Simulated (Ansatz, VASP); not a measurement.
# One calculation of RuF2, two programs

```
CELL_PARAMETERS angstrom
0.00000 2.74344 2.74344
2.74344 0.00000 2.74344
2.74344 2.74344 0.00000
ATOMIC_POSITIONS crystal
Ru 0.00000 0.00000 0.00000
F 0.75000 0.75000 0.75000
F 0.25000 0.25000 0.25000
```

Alike in both runs: functional PBE; k mesh 16 × 16 × 16; occupations gaussian, width 0.1 eV; collinear spin.

Ansatz relaxed the structure, and its values are those at the end. VASP's run is a single point on that final structure, the one shown.

|  | VASP | Ansatz |
| --- | --- | --- |
| version | VASP 6.6.1 | Ansatz 0.2.0 |
| potentials or method | VASP PAW PBE potentials, release 64 (Ru_pv, F), cutoff 520 eV | scalar-relativistic, plane waves, PAW |
| valence electrons in the cell | 28 | 30 |

Ansatz gave:

| Item | Value |
| --- | --- |
| gap on the k mesh at the Fermi level (eV) | none |
| pressure (GPa) | 0.0 |
| net moment per atom (μB) | 1.33 |
| size of the moment on the site where the two differ most (μB) | 3.05 |

**Question.** Estimate VASP's values.

**Answer.** gap on the k mesh at the Fermi level (eV): none; pressure (GPa): -0.2; net moment per atom (μB): 1.33; size of the moment on the site where the two differ most (μB): 3.45.

Site moments also hang on the region over which each program counts them. A gap of «none» marks a metal or a gap that the smearing closes. VASP's potentials hold 28 valence electrons a cell and Ansatz's 30, so a difference there can come from the potentials and not from the codes.
